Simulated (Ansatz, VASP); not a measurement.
# One calculation of Mn, two programs

```
Mn
1.0
     0.00000    1.74242    1.74242
     1.74242    0.00000    1.74242
     1.74242    1.74242    0.00000
Mn
1
Direct
  0.00000 0.00000 0.00000
```

Alike in both runs: task single point; functional PBE; k mesh 8 × 8 × 8; collinear spin.

```csv
,VASP,Ansatz
version,VASP 6.6.1,Ansatz 0.2 development build
potentials or method,"VASP PAW PBE potentials, release 64 (Mn_pv)",scalar-relativistic
plane-wave cutoff (eV),500,1306
occupations,"fermi-dirac, width 0.1 eV",fermi-dirac
```

```csv
,VASP,Ansatz,Ansatz less VASP
net moment per atom (μB),0.00,0.00,0.000
```

The k mesh is coarse, so the values compare programs but aren't converged.
